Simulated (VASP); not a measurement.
A run of VASP 6.6.1:

Contents of INCAR:

```
  PREC = Accurate
  ENCUT = 600
  EDIFF = 1E-7
  ISMEAR = -1
  SIGMA = 0.05
  LREAL = False
  LASPH = True
  NELM = 100
  ALGO = Normal
  ISIF = 3
  LWAVE = False
  LCHARG = False
  GGA = PE
  IBRION = 2
  NSW = 60
  EDIFFG = -0.01
  PSTRESS = 300.0
```

File KPOINTS:

```
Automatic mesh
0
Gamma
  8 8 8
```

File POSCAR:

```
GaF
1.0
    0.0000000000      2.8462400000      2.8462400000
    2.8462400000      0.0000000000      2.8462400000
    2.8462400000      2.8462400000      0.0000000000
Ga F
1 1
Direct
    0.2500000000      0.2500000000      0.2500000000
    0.0000000000      0.0000000000      0.0000000000
```

Potentials or basis: VASP PAW PBE potentials, release 64 (Ga_d, F).

Command:

```console
$ cat potpaw_PBE.64/Ga_d/POTCAR potpaw_PBE.64/F/POTCAR > POTCAR
$ mpirun -np 1 vasp_std > vasp.out
```

Hardware: 1 thread of Intel(R) Xeon(R) 6975P-C (Granite Rapids), on a shared host.

Q: How long does it take, and how much memory?

A: Run time: 21 s on 1 thread of Intel(R) Xeon(R) 6975P-C (Granite Rapids), on a shared host, peak memory 0.19 GiB. Counts: scf iterations 40, k points 29, ion steps 3.
